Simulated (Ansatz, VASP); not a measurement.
# Ru in VASP and in Ansatz

Contents of INCAR:

```
SYSTEM = Ru
ALGO = Normal
EDIFF = 1E-8
ENCUT = 520
ISIF = 2
ISMEAR = -1
LASPH = .True.
LCHARG = .False.
LEFG = .True.
LREAL = .False.
LWAVE = .False.
NBANDS = 21
NELM = 80
PREC = Accurate
SIGMA = 0.03
```

File KPOINTS:

```
k-points
0
Gamma
  14 14 8
  0 0 0
```

POSCAR

```
Ru
1.0
    2.7057993342      0.0000000000      0.0000000000
   -1.3528996671      2.3432909610      0.0000000000
    0.0000000000      0.0000000000      4.2819000000
Ru
2
Direct
    0.3333333333      0.6666666667      0.2500000000
    0.6666666667      0.3333333333      0.7500000000
```

Input for Ansatz:

```yaml
crystal:
  lattice:
    - [2.7057993342, 0.0, 0.0]
    - [-1.3528996671, 2.343290961, 0.0]
    - [0.0, 0.0, 4.2819]
  atoms:
    - { symbol: Ru, position: [0.3333333333, 0.6666666667, 0.25] }
    - { symbol: Ru, position: [0.6666666667, 0.3333333333, 0.75] }
kpoints:
  mp_grid: { grid: [14, 14, 8] }
  band_path:
    path:
      - [0.0, 0.0, 0.0]
      - [0.5, 0.0, 0.0]
      - [0.3333333333, 0.3333333333, 0.0]
      - [0.0, 0.0, 0.0]
      - [0.0, 0.0, 0.5]
      - [0.5, 0.0, 0.5]
      - [0.3333333333, 0.3333333333, 0.5]
      - [0.0, 0.0, 0.5]
      - [0.5, 0.0, 0.5]
    npoints: 5
scf:
  occupations: { method: fermi_dirac, width: 0.03 }
hamiltonian:
  xc: lda
  pseudopotentials: { kind: paw }
output:
  forces: true
  stress: true
  eigenvalues: true
  efg: { contact_densities: true }
  write_density: true
  write_potential: true
  elf: true
  volumetric_format: npy
```

Alike in both runs: task electric field gradients; functional LDA; k mesh 14 × 14 × 8; occupations fermi-dirac, width 0.03 eV; no spin polarisation.

|  | VASP | Ansatz |
| --- | --- | --- |
| version | VASP 6.6.1 | Ansatz 0.2.0 |
| potentials or method | VASP PAW LDA potentials, release 64 (Ru_pv) | PAW with Ansatz's default frozen-core files, scalar-relativistic |
| plane-wave cutoff (eV) | 520 | 420 |
| valence electrons in the cell | 28 | 32 |

|  | VASP | Ansatz | Ansatz less VASP |
| --- | --- | --- | --- |
| pressure (GPa) | -11.4 | -12.3 | -0.84 |
| traceless stress, the component that is largest in VASP (GPa) | -1.56 | -1.62 | -0.065 |
| size of Vzz on the site where it differs most (V/Å²) | 14.0 | 9.8 | -4.25 |

LDA's correlation is that of Perdew and Zunger in VASP and of Perdew and Wang (1992) in Ansatz. VASP's potentials hold 28 valence electrons a cell and Ansatz's 32, so a difference there can come from the potentials and not from the codes.
